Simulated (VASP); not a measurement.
# SnSe in VASP: further runs, part 2 of 3

VASP 6.6.1. Earlier steps stand in the parts before.

### Step 3. Single point, LDA (atom 1 (Sn) moved +0.150 Å towards its neighbour atom 3 (Se) at 2.675 Å)

The input, INCAR:

```
PREC = Accurate
ENCUT = 500
EDIFF = 1E-6
ISMEAR = 0
SIGMA = 0.05
LREAL = F
LASPH = T
NELM = 120
ALGO = Normal
ISIF = 2
LWAVE = F
LCHARG = T
LELF = T
LVHAR = T
NBANDS = 28
GGA_COMPAT = F
```

The input, KPOINTS:

```
Automatic mesh
0
Gamma
  6 6 4
```

The input, POSCAR:

```
SnSe
1.0
    4.1898989379      0.0000000000      0.0000000000
    0.0000000000      4.1898989379      0.0000000000
    0.0000000000      0.0000000000     10.9796229414
Sn Se
2 2
Direct
    0.5000000000      0.0000000000      0.3918250051
    0.0000000000      0.5000000000      0.6218366662
    0.5000000000      0.0000000000      0.6217782129
    0.0000000000      0.5000000000      0.3782217871
```

Potentials or basis: VASP PAW LDA potentials, release 64 (Sn_d, Se).

Launch:

```console
$ cat potpaw_LDA.64/Sn_d/POTCAR potpaw_LDA.64/Se/POTCAR > POTCAR
$ mpirun -np 1 vasp_std > vasp.out
```

It took 81 s on 1 thread of Intel Xeon 6975P-C (Granite Rapids), shared host; peak memory 0.29 GiB.

It converged, with:

- Free energy: -18.4023 eV
- Largest force: 1.298 eV/Å
- Band gap on the k mesh: 1.34 eV, direct

Forces on the atoms (eV/Å):
```
Sn   0.000  0.000 -1.298
Sn   0.000  0.000 -0.002
Se   0.000  0.000  1.154
Se   0.000  0.000  0.147
```

Levels at points of the mesh, in eV from the valence-band top:
| k point | band 18 | band 19 | band 20 | band 21 | band 22 | band 23 |
| --- | --- | --- | --- | --- | --- | --- |
| (0.00, 0.00, 0.00) | -2.07 | -2.07 | -0.75 | 1.73 | 3.35 | 3.78 |
| (0.50, 0.00, 0.00) | -1.71 | -0.42 | -0.06 | 1.40 | 1.52 | 1.75 |
| (0.50, 0.50, 0.00) | -3.70 | -1.96 | -1.93 | 3.44 | 4.04 | 4.25 |
| (0.00, 0.00, 0.50) | -2.07 | -2.07 | -0.75 | 1.58 | 3.35 | 4.55 |
| (0.50, 0.00, 0.50) | -1.71 | -0.42 | -0.06 | 1.40 | 1.52 | 1.75 |
| (0.50, 0.50, 0.50) | -3.70 | -1.96 | -1.93 | 3.41 | 4.00 | 4.27 |

Caveat: the cell differs from its parent crystal (atom 1 (Sn) moved +0.150 Å towards its neighbour atom 3 (Se) at 2.675 Å); spin-orbit coupling is left out, which moves the levels of the heavy elements.

### Step 4. Single point, LDA (atom 1 (Sn) moved -0.100 Å towards its neighbour atom 3 (Se) at 2.675 Å)

Changes to INCAR since step 3:

```diff
@@ -12,2 +12,3 @@
 LCHARG = T
+GGA = CA
 LELF = T
```

The input, KPOINTS:

```
regular mesh
0
Gamma
  6 6 4
```

Changes to POSCAR since step 3:

```diff
@@ -8,3 +8,3 @@
 Direct
-    0.5000000000      0.0000000000      0.3918250051
+    0.5000000000      0.0000000000      0.3690555529
     0.0000000000      0.5000000000      0.6218366662
```

Potentials or basis: VASP PAW LDA potentials, release 64 (Sn_d, Se).

Launch:

```console
$ cat potpaw_LDA.64/Sn_d/POTCAR potpaw_LDA.64/Se/POTCAR > POTCAR
$ mpirun -np 1 vasp_std > vasp.out
```

OUTCAR:

```text
PREC = Accurate
   ENCUT = 500
   EDIFF = 1E-6
   ISMEAR = 0
   LREAL = F
   LASPH = T
   NELM = 120
   ISIF = 2
   GGA = CA

 ion  position               nearest neighbor table
   1  0.500  0.000  0.369-   3 2.77   4 2.96   4 2.96   4 2.96   4 2.96
   2  0.000  0.500  0.622-   4 2.67   3 2.96   3 2.96   3 2.96   3 2.96
   3  0.500  0.000  0.622-   1 2.77   2 2.96   2 2.96   2 2.96   2 2.96
   4  0.000  0.500  0.378-   2 2.67   1 2.96   1 2.96   1 2.96   1 2.96

  LATTYP: Found a simple tetragonal cell.
 ALAT       =     4.1898989379
 C/A-ratio  =     2.6204982755

  Lattice vectors:

 A1 = (   4.1898989379,   0.0000000000,   0.0000000000)
 A2 = (   0.0000000000,   4.1898989379,   0.0000000000)
 A3 = (   0.0000000000,   0.0000000000,  10.9796229414)

Analysis of symmetry for initial positions (statically):
=====================================================================
 Subroutine PRICEL returns:
 Original cell was already a primitive cell.

 Routine SETGRP: Setting up the symmetry group for a
 simple tetragonal supercell.

 Subroutine GETGRP returns: Found  8 space group operations
 (whereof  4 operations were pure point group operations)
 out of a pool of 16 trial point group operations.

The static configuration has the point symmetry C_2v.
 The point group associated with its full space group is C_4v.

Analysis of symmetry for dynamics (positions and initial velocities):
=====================================================================
 Subroutine PRICEL returns:
 Original cell was already a primitive cell.

 Routine SETGRP: Setting up the symmetry group for a
 simple tetragonal supercell.

 Subroutine GETGRP returns: Found  8 space group operations
 (whereof  4 operations were pure point group operations)
 out of a pool of 16 trial point group operations.
[... 116 lines left out ...]
   PSTRESS=    0.0 pullay stress
   NELECT =      40.0000    total number of electrons
   NUPDOWN=      -1.0000    fix difference up-down
   EMIN   =  10.00;   EMAX   =-10.00  energy-range for DOS
   EFERMI =   0.00;   METHOD = LEGACY
   ISMEAR =     0;   SIGMA  =   0.05  broadening in eV -4-tet -1-fermi 0-gaus
   EFERMI_NEDOS =   21; number of points for ismear=-14 and -15
   IALGO  =     38    algorithm
   IMIX   =      4    mixing-type and parameters
     AMIX     =   0.40;   BMIX     =  1.00
     AMIX_MAG =   1.60;   BMIX_MAG =  1.00
  volume/ion in A,a.u.               =      48.19       325.19
  Fermi-wavevector in a.u.,A,eV,Ry     =   0.969237  1.831592 12.781590  0.939420
  Thomas-Fermi vector in A             =   2.099273
   LORBIT       =      0    0 simple, 1 ext, 2 COOP (PROOUT), +10 PAW based schemes
   GGA     = CA    functional components
   LHFCALC =     F    Hartree Fock is set to
   AEXX    =    0.0000 exact exchange contribution
   IVDW    =     0    specifies the selected vdW correction
   LEPSILON=     F    determine dielectric tensor
   LRPA    =     F    only Hartree local field effects (RPA)
 non-spin polarized calculation
 Gauss-broadening in eV      SIGMA  =   0.05
  energy-cutoff  :      500.00
  volume of cell :      192.75
 maximum number of plane-waves:      4921
 NGX is ok and might be reduce to    32
   NGX = 15   NGY = 15   NGZ = 41

 number of electron      39.9999985 magnetization

 Free energy of the ion-electron system (eV)
  ---------------------------------------------------
  ext. energy  EPLUGINS =         0.00000000
  ---------------------------------------------------
  free energy    TOTEN  =       -18.46735536 eV

  energy without entropy =      -18.46735536  energy(sigma->0) =      -18.46735536

 E-fermi :   1.1299     XC(G=0):  -6.3806

 val. band max:        0.8779338867   @ k =   0.5000   0.0000   0.0000
 cond. band min:       2.1572723072   @ k =   0.0000   0.0000   0.5000
 fundamental gap:      1.2793384205
 Fermi energy:         1.1299203251

 k-point     1 :       0.0000    0.0000    0.0000
  band No.  band energies     occupation
      1     -20.3166      2.00000
      2     -20.3123      2.00000
      3     -20.3070      2.00000
      4     -20.2843      2.00000
      5     -20.2843      2.00000
      6     -20.1723      2.00000
[... 733 lines left out ...]
     27       7.0070      0.00000
     28       7.1108      0.00000

 [... further k-points ...]
[... 5 lines left out ...]
  --------------------------------------------------------------------------------------
  -------------------------------------------------------------------------------------
  Total       -0.2016246     -0.2016246     -1.0984159      0.0000000      0.0000000      0.0000000
  in kB       -1.6759447     -1.6759447     -9.1302540      0.0000000      0.0000000      0.0000000
  external PRESSURE =      -4.1607145 kB  Pullay stress =       0.0000000 kB

 VOLUME and BASIS-vectors are now :
 -----------------------------------------------------------------------------
  energy-cutoff  :      500.00
  volume of cell :      192.75
      direct lattice vectors                 reciprocal lattice vectors
     4.189898938  0.000000000  0.000000000     0.238669241  0.000000000  0.000000000
     0.000000000  4.189898938  0.000000000     0.000000000  0.238669241  0.000000000
     0.000000000  0.000000000 10.979622941     0.000000000  0.000000000  0.091077809

 POSITION                                       TOTAL-FORCE (eV/Angst)
 -----------------------------------------------------------------------------------
      2.09495      0.00000      4.05209         0.000000      0.000000      0.504153
      0.00000      2.09495      6.82753         0.000000      0.000000      0.046885
      2.09495      0.00000      6.82689         0.000000      0.000000     -0.428812
      0.00000      2.09495      4.15273         0.000000      0.000000     -0.122227
 -----------------------------------------------------------------------------------
    total drift:                                0.000000      0.000000      0.000317

  FREE ENERGIE OF THE ION-ELECTRON SYSTEM (eV)
  ---------------------------------------------------
  free  energy   TOTEN  =       -18.4673553600 eV

  energy  without entropy=      -18.4673553600  energy(sigma->0) =      -18.46735536
```

OSZICAR:

```text
N       E                     dE             d eps       ncg     rms          rms(c)
DAV:   1     0.343319289786E+03    0.34332E+03   -0.18550E+04  1748   0.145E+03
DAV:   2     0.285917356122E+02   -0.31473E+03   -0.30654E+03  1824   0.363E+02
DAV:   3    -0.166971409698E+02   -0.45289E+02   -0.44335E+02  2104   0.145E+02
DAV:   4    -0.189117297512E+02   -0.22146E+01   -0.22055E+01  1980   0.340E+01
DAV:   5    -0.189737199156E+02   -0.61990E-01   -0.61974E-01  2260   0.604E+00    0.490E+00
DAV:   6    -0.185200343792E+02    0.45369E+00   -0.94458E-01  2264   0.578E+00    0.305E+00
DAV:   7    -0.184820881030E+02    0.37946E-01   -0.28165E-01  2040   0.237E+00    0.112E+00
DAV:   8    -0.184684794092E+02    0.13609E-01   -0.34589E-02  2100   0.123E+00    0.246E-01
DAV:   9    -0.184650581000E+02    0.34213E-02   -0.60722E-03  2072   0.452E-01    0.119E-01
DAV:  10    -0.184646685121E+02    0.38959E-03   -0.18187E-03  1888   0.170E-01    0.484E-02
DAV:  11    -0.184658407281E+02   -0.11722E-02   -0.15734E-03  1760   0.128E-01    0.628E-02
DAV:  12    -0.184669670886E+02   -0.11264E-02   -0.37971E-04  2108   0.768E-02    0.146E-02
DAV:  13    -0.184672462792E+02   -0.27919E-03   -0.52351E-05  1864   0.344E-02    0.107E-02
DAV:  14    -0.184673450247E+02   -0.98745E-04   -0.18150E-05  1612   0.150E-02    0.553E-03
DAV:  15    -0.184673525475E+02   -0.75228E-05   -0.20430E-06  1640   0.847E-03    0.154E-03
DAV:  16    -0.184673553591E+02   -0.28116E-05   -0.10281E-06  1456   0.386E-03    0.156E-03
DAV:  17    -0.184673553600E+02   -0.88585E-09   -0.55998E-08  1360   0.172E-03
   1 F= -.18467355E+02 E0= -.18467355E+02  d E =-.130619E-13
```

Run time: 74 s. Hardware: 1 thread of Intel Xeon 6975P-C (Granite Rapids), shared host; peak memory 0.3 GiB.

Results:

```yaml
Free_energy: -18.4674 eV
Largest_force: 0.504 eV/Å
Band_gap_on_the_k_mesh: 1.28 eV, indirect (least direct gap 1.38 eV)
```

Forces on the atoms (eV/Å):
```
Sn   0.000  0.000  0.504
Sn   0.000  0.000  0.047
Se   0.000  0.000 -0.429
Se   0.000  0.000 -0.122
```

Caveat: the cell differs from its parent crystal (atom 1 (Sn) moved -0.100 Å towards its neighbour atom 3 (Se) at 2.675 Å); spin-orbit coupling is left out, which moves the levels of the heavy elements.

[end of part 2 of 3]
